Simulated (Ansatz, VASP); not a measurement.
**Two plane-wave programs on NaPdO3**

INCAR

```
SYSTEM = NaPdO3
PREC = Accurate
ENCUT = 520
EDIFF = 1E-6
ISMEAR = 1
SIGMA = 0.1
LREAL = .FALSE.
LASPH = .TRUE.
NELM = 60
ALGO = Normal
ISIF = 2
LWAVE = .FALSE.
LCHARG = .FALSE.
NBANDS = 26
```

KPOINTS

```
Automatic mesh
0
G
  9 9 9
  0 0 0
```

POSCAR

```
NaPdO3
1.0
    3.9911490000      0.0000000000      0.0000000000
    0.0000000000      3.9911490000      0.0000000000
    0.0000000000      0.0000000000      3.9911490000
Na Pd O
1 1 3
Direct
    0.0000000000      0.0000000000      0.0000000000
    0.5000000000      0.5000000000      0.5000000000
    0.5000000000      0.5000000000      0.0000000000
    0.5000000000      0.0000000000      0.5000000000
    0.0000000000      0.5000000000      0.5000000000
```

Input for Ansatz:

```yaml
crystal:
  lattice:
    - [3.991149, 0.0, 0.0]
    - [0.0, 3.991149, 0.0]
    - [0.0, 0.0, 3.991149]
  atoms:
    - { symbol: Na, position: [0.0, 0.0, 0.0] }
    - { symbol: Pd, position: [0.5, 0.5, 0.5] }
    - { symbol: O, position: [0.5, 0.5, 0.0] }
    - { symbol: O, position: [0.5, 0.0, 0.5] }
    - { symbol: O, position: [0.0, 0.5, 0.5] }
basis:
  ecutwfc: 520.0
kpoints:
  mp_grid:
    grid: [9, 9, 9]
hamiltonian:
  xc: lda
scf:
  convergence:
    dr2_threshold: 1.0e-09
  occupations:
    method: cold
    width: 0.1
output:
  stress: true
```

Alike in both runs: task single point; functional LDA; k mesh 9 × 9 × 9; no spin polarisation.

|  | VASP | Ansatz |
| --- | --- | --- |
| version | VASP 6.6.1 | Ansatz 0.2.0 |
| potentials or method | VASP PAW LDA potentials, release 64 (Na_pv, Pd, O), cutoff 520 eV | plane waves, PAW |
| occupations | methfessel-paxton of order 1, width 0.1 eV | cold, width 0.1 eV |
| valence electrons in the cell | 35 | 45 |

```csv
,VASP,Ansatz,Ansatz less VASP
pressure (GPa),-12.3,-12.5,-0.23
```

LDA's correlation is that of Perdew and Zunger in VASP and of Perdew and Wang (1992) in Ansatz. VASP's potentials hold 35 valence electrons a cell and Ansatz's 45, so a difference there can come from the potentials and not from the codes. Ansatz's warnings: stress scf threshold loose.
